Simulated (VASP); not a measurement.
A run of VASP 6.6.1 is set up as follows.

Contents of INCAR:

```
SYSTEM = Rh
ALGO = Fast ; EDIFF = 1E-6
ENCUT = 520 ; GGA = PS
ISIF = 2 ; ISMEAR = 0
LASPH = .True. ; LCHARG = .True.
LELF = .True. ; LREAL = .False.
LVHAR = .True. ; LWAVE = .False.
NBANDS = 14 ; NELM = 100
PREC = Accurate ; SIGMA = 0.15
```

The input KPOINTS:

```
k-points
0
Gamma
  22 22 22
  0 0 0
```

The input POSCAR:

```
Rh
1.0
    0.0000000000      1.9015500000      1.8064725000
    1.9015500000      0.0000000000      1.8064725000
    1.9015500000      1.9015500000      0.0000000000
Rh
1
Direct
    0.0000000000      0.0000000000      0.0000000000
```

Potentials or basis: VASP PAW PBE potentials, release 64 (Rh_pv).

Launch:

```bash
$ cat potpaw_PBE.64/Rh_pv/POTCAR > POTCAR
$ mpirun -np 1 vasp_std > vasp.out
```

Question: What does it give for the pressure?

Answer: 11.0 GPa.

Stress tensor (GPa, compression positive):
```
 6.45  0.00  0.00
 0.00  6.45  0.00
 0.00  0.00 20.25
```

Caveat: the cell differs from its parent crystal (strain +0.000 along x and y, -0.050 along z); the PAW data sets were made with another functional, which shifts forces and pressure a little.
